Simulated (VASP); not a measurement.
Here is a VASP 6.6.1 calculation.

The input INCAR:

```
SYSTEM = Si2W
PREC = Accurate
ENCUT = 520
EDIFF = 1E-6
ISMEAR = 0
SIGMA = 0.15
LREAL = .False.
LASPH = .True.
NELM = 80
ALGO = Normal
ISIF = 2
LWAVE = .False.
LCHARG = .False.
GGA = PE
NBANDS = 18
```

File KPOINTS:

```
Automatic mesh
0
Gamma
  18 18 18
  0 0 0
```

The input POSCAR:

```
Si2W
1.0
   -1.5506421854      1.5506421854      4.2650413310
    1.5506421854     -1.5506421854      4.2650413310
    1.5506421854      1.5506421854     -4.2650413310
Si W
2 1
Direct
    0.3345726944      0.3345726944      0.0000000000
    0.6654273056      0.6654273056      0.0000000000
    0.0000000000      0.0000000000      0.0000000000
```

Potentials or basis: VASP PAW PBE potentials, release 64 (Si, W_sv).

Launch:

```sh
$ cat potpaw_PBE.64/Si/POTCAR potpaw_PBE.64/W_sv/POTCAR > POTCAR
$ mpirun -np 1 vasp_std > vasp.out
```

**Question.** Estimate the largest force.

**Answer.** 0.108 eV/Å.

**Question.** Estimate the band gap on the k mesh.

**Answer.** Zero (bands 11 and 12 overlap by 1.94 eV).

**Question.** What does it give for the pressure?

**Answer.** 1.1 GPa.

Stress tensor (GPa, compression positive):
```
 13.72   0.00   0.00
  0.00  13.72   0.00
  0.00   0.00 -24.24
```

Caveat: the stress differs along the axes, from -24 to 14 GPa; spin-orbit coupling is left out, which moves the levels of the heavy elements.
